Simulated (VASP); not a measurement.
Wanted: the native input for a VASP 6.6.1 run.

```yaml
Task: single point
Functional: PBEsol
Potentials_or_basis: VASP PAW PBE potentials, release 64 (Sn_d, Se)
Cutoff: 520 eV
k_mesh: 8 × 8 × 8
Occupations: fermi-dirac, width 0.05 eV
Spin: no spin polarisation
Dipole_correction: no
Further_INCAR_settings: ALGO = Normal; EDIFF = 1e-06; NBANDS = 17
```

The structure of SnSe lies in POSCAR:

```
SnSe
1.0
    0.0000000000      3.0690345955      3.0690345955
    3.0690345955      0.0000000000      3.0690345955
    3.0690345955      3.0690345955      0.0000000000
Sn Se
1 1
Direct
    0.0000000000      0.0000000000      0.0000000000
    0.5000000000      0.5000000000      0.5000000000
```

These files were run (other wordings do the same):

INCAR

```
SYSTEM = SnSe
  PREC = Accurate
  ENCUT = 520
  EDIFF = 1E-6
  ISMEAR = -1
  SIGMA = 0.05
  LREAL = .FALSE.
  LASPH = .TRUE.
  NELM = 60
  ALGO = Normal
  ISIF = 2
  LWAVE = .FALSE.
  LCHARG = .TRUE.
  GGA = PS
  LELF = .TRUE.
  LVHAR = .TRUE.
  NBANDS = 17
```

KPOINTS

```
Automatic mesh
0
G
  8 8 8
  0 0 0
```

Potentials or basis: VASP PAW PBE potentials, release 64 (Sn_d, Se).

The run is started by

```console
$ cat potpaw_PBE.64/Sn_d/POTCAR potpaw_PBE.64/Se/POTCAR > POTCAR
$ mpirun -np 1 vasp_std > vasp.out
```

Results of the run:

```json
{
  "Pressure": "-4.4 GPa",
  "Band gap on the k mesh": "0.41 eV, direct"
}
```

Caveat: the PAW data sets were made with another functional, which shifts forces and pressure a little; spin-orbit coupling is left out, which moves the levels of the heavy elements.

Run time: 14 s on 1 thread of AMD EPYC 9R45 (Zen 5) (shared host), peak memory 0.15 GiB.
